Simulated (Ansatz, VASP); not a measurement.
**Hf4Si: VASP beside Ansatz**

```
Hf Si
1.0
     6.25103    0.00000    0.00000
     0.00000    6.25103    0.00000
     0.00000    0.00000    5.52189
Hf Si
8 2
Direct
  0.66199 0.16199 0.74760
  0.83801 0.66199 0.74760
  0.33801 0.16199 0.25240
  0.66199 0.83801 0.25240
  0.16199 0.33801 0.74760
  0.83801 0.33801 0.25240
  0.16199 0.66199 0.25240
  0.33801 0.83801 0.74760
  0.50000 0.50000 0.00000
  0.00000 0.00000 0.00000
```

Alike in both runs: functional PBE; k mesh 6 × 6 × 6; occupations gaussian, width 0.1 eV; no spin polarisation.

Ansatz relaxed the structure, and its values are those at the end. VASP's run is a single point on that final structure, the one shown.

|  | VASP | Ansatz |
| --- | --- | --- |
| version | VASP 6.6.1 | Ansatz 0.2.0 |
| potentials or method | VASP PAW PBE potentials, release 64 (Hf_pv, Si), cutoff 520 eV | scalar-relativistic, plane waves, PAW |
| valence electrons in the cell | 88 | 216 |

```tsv
	VASP	Ansatz	Ansatz less VASP
gap on the k mesh at the Fermi level (eV)	none	none	-
pressure (GPa)	-0.3	0.0	+0.34
rms of the force components (eV/Å)	0.010	0.001	-0.0088
```

A gap of «none» marks a metal or a gap that the smearing closes. VASP's potentials hold 88 valence electrons a cell and Ansatz's 216, so a difference there can come from the potentials and not from the codes.

Spin-orbit coupling is off throughout.
